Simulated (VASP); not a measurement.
A run of VASP 6.6.1 is set up as follows.

INCAR

```
SYSTEM = Mg
PREC = Accurate
ENCUT = 600
EDIFF = 1E-6
ISMEAR = 0
SIGMA = 0.1
LREAL = .False.
LASPH = .True.
NELM = 60
ALGO = Fast
ISIF = 4
LWAVE = .False.
LCHARG = .False.
GGA = PS
IBRION = 2
NSW = 50
EDIFFG = -0.01
```

File KPOINTS:

```
regular mesh
0
Gamma
  18 18 8
  0 0 0
```

File POSCAR:

```
Mg
1.0
    3.2187473982      0.0000000000      0.0000000000
   -1.6093736991      2.7875170152      0.0000000000
    0.0000000000      0.0000000000      5.1642265209
Mg
2
Direct
    0.3333333333      0.6666666667      0.2500000000
    0.6666666667      0.3333333333      0.7500000000
```

Potentials or basis: VASP PAW PBE potentials, release 64 (Mg).

Launch:

```bash
$ cat potpaw_PBE.64/Mg/POTCAR > POTCAR
$ mpirun -np 1 vasp_std > vasp.out
```

Estimate the band gap on the k mesh.

zero (bands 2 and 3 overlap by 2.15 eV).

Final structure:
```
CELL_PARAMETERS angstrom
3.21875 0.00000 0.00000
-1.60937 2.78752 0.00000
0.00000 0.00000 5.16423
ATOMIC_POSITIONS crystal
Mg 0.33333 0.66667 0.25000
Mg 0.66667 0.33333 0.75000
```
